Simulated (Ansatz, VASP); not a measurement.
## SnO2 in VASP and in Ansatz

The input POSCAR:

```
SnO2
1.0
    4.6739651233      0.0000000000      0.0000000000
    0.0000000000      4.6739651233      0.0000000000
    0.0000000000      0.0000000000      3.1434339099
Sn O
2 4
Direct
    0.5000000000      0.5000000000      0.5000000000
    0.0000000000      0.0000000000      0.0000000000
    0.8071000000      0.1929000000      0.5000000000
    0.6929000000      0.6929000000      0.0000000000
    0.1929000000      0.8071000000      0.5000000000
    0.3071000000      0.3071000000      0.0000000000
```

File INCAR.step1:

```
ALGO = Normal
EDIFF = 1E-4
ENCUT = 520
GGA = PE
ISMEAR = -1
LASPH = T
LCHARG = F
LREAL = F
LWAVE = T
NBANDS = 35
NELM = 60
PREC = Accurate
SIGMA = 0.05
```

INCAR.step2

```
ALGO = Normal
EDIFF = 1E-7
ENCUT = 520
ISIF = 2
ISMEAR = -1
ISTART = 1
IVDW = 13
LASPH = T
LCHARG = F
LMIXTAU = T
LREAL = F
LWAVE = F
METAGGA = R2SCAN
NBANDS = 35
NELM = 60
PREC = Accurate
SIGMA = 0.05
VDW_A1 = 0.51559235
VDW_A2 = 5.77342911
VDW_S6 = 1.0
VDW_S8 = 0.6018749
```

Contents of KPOINTS:

```
k-points
0
Gamma
  6 6 8
```

input.yaml

```yaml
crystal:
  lattice:
    - [4.6739651233, 0.0, 0.0]
    - [0.0, 4.6739651233, 0.0]
    - [0.0, 0.0, 3.1434339099]
  atoms:
    - { symbol: Sn, position: [0.5, 0.5, 0.5] }
    - { symbol: Sn, position: [0.0, 0.0, 0.0] }
    - { symbol: O, position: [0.8071, 0.1929, 0.5] }
    - { symbol: O, position: [0.6929, 0.6929, 0.0] }
    - { symbol: O, position: [0.1929, 0.8071, 0.5] }
    - { symbol: O, position: [0.3071, 0.3071, 0.0] }
hamiltonian:
  xc: r2scan
  pseudopotentials: { kind: paw }
  dispersion: d4
kpoints:
  mp_grid: { grid: [6, 6, 8] }
scf:
  occupations: { method: fermi_dirac, width: 0.05 }
output:
  forces: true
  stress: true
  eigenvalues: true
  write_density: true
  write_potential: true
  elf: true
  volumetric_format: npy
```

Alike in both runs: task single point; functional r2SCAN; dispersion D4; k mesh 6 × 6 × 8; occupations fermi-dirac, width 0.05 eV; no spin polarisation.

```csv
,VASP,Ansatz
version,VASP 6.6.1,Ansatz 0.2.0
potentials or method,"VASP PAW PBE potentials, release 64 (Sn_d, O)",Ansatz PAW
plane-wave cutoff (eV),520,500
valence electrons in the cell,52,52
```

```tsv
	VASP	Ansatz	Ansatz less VASP
gap on the k mesh at the Fermi level (eV)	2.50	2.47	-0.033
least direct gap on the mesh (eV)	2.50	2.47	-0.033
pressure (GPa)	13.7	12.3	-1.40
traceless stress, the component that is largest in VASP (GPa)	3.36	2.86	-0.498
rms of the force components (eV/Å)	0.219	0.200	-0.0188
```

VASP's potentials were made for PBE, not for r2SCAN. Atom by atom the forces differ by 0.019 eV/Å (rms over components).
